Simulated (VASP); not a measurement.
A run of VASP 6.6.1:

The input INCAR:

```
SYSTEM = FeNi3
PREC = Accurate ; ENCUT = 520
EDIFF = 1E-6 ; ISMEAR = 0
SIGMA = 0.05 ; LREAL = .FALSE.
LASPH = .TRUE. ; NELM = 100
ALGO = Fast ; ISIF = 2
LWAVE = .FALSE. ; LCHARG = .FALSE.
GGA = PE ; NBANDS = 27
```

The input KPOINTS:

```
Automatic mesh
0
G
  12 12 12
  0 0 0
```

Contents of POSCAR:

```
FeNi3
1.0
    3.4501567495      0.0000000000      0.0000000000
    0.0000000000      3.4501567495      0.0000000000
    0.0000000000      0.0000000000      3.4501567495
Fe Ni
1 3
Direct
    0.0000000000      0.0000000000      0.0000000000
    0.0000000000      0.5000000000      0.5000000000
    0.5000000000      0.0000000000      0.5000000000
    0.5000000000      0.5000000000      0.0000000000
```

Potentials or basis: VASP PAW PBE potentials, release 64 (Fe, Ni).

Launch:

```console
$ cat potpaw_PBE.64/Fe/POTCAR potpaw_PBE.64/Ni/POTCAR > POTCAR
$ mpirun -np 1 vasp_std > vasp.out
```

Hardware: 1 thread of Intel Xeon 8259CL, with other jobs on the host.

Task: Estimate the wall time of this run.

Result: It took 2.9 min on 1 thread of Intel Xeon 8259CL (shared host), peak memory 0.21 GiB. Counts: scf iterations 16, k points 84.
